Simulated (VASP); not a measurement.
Wanted: the native input for a VASP 6.6.1 run.

```yaml
Task: single point
Functional: LDA
Potentials_or_basis: VASP PAW LDA potentials, release 64 (Zn, Se)
Cutoff: 520 eV
k_mesh: 10 × 10 × 10
Occupations: gaussian, width 0.05 eV
Spin: no spin polarisation
Dipole_correction: no
Further_INCAR_settings: ALGO = Normal; EDIFF = 1e-07; NBANDS = 16
```

The structure of ZnSe lies in POSCAR:

```
ZnSe
1.0
    0.0000000000      2.4601643800      2.7776497459
    2.7776497459      0.0000000000      2.7776497459
    2.7776497459      2.4601643800      0.0000000000
Zn Se
1 1
Direct
    0.0000000000      0.0000000000      0.0000000000
    0.7500000000      0.7500000000      0.7500000000
```

These files were run (other wordings do the same):

INCAR

```
SYSTEM = ZnSe
PREC = Accurate ; ENCUT = 520
EDIFF = 1E-7 ; ISMEAR = 0
SIGMA = 0.05 ; LREAL = .FALSE.
LASPH = .TRUE. ; NELM = 80
ALGO = Normal ; ISIF = 2
LWAVE = .FALSE. ; LCHARG = .FALSE.
GGA = CA ; NBANDS = 16
```

KPOINTS

```
regular mesh
0
G
  10 10 10
  0 0 0
```

Potentials or basis: VASP PAW LDA potentials, release 64 (Zn, Se).

Command:

```bash
$ cat potpaw_LDA.64/Zn/POTCAR potpaw_LDA.64/Se/POTCAR > POTCAR
$ mpirun -np 1 vasp_std > vasp.out
```

Results of the run:

```json
{
  "Pressure": "12.3 GPa",
  "Band gap on the k mesh": "1.57 eV"
}
```

Caveat: the cell stands under pressure.

It took 72 s on 1 thread of Intel Xeon 8259CL, on a shared host, peak memory 0.19 GiB.
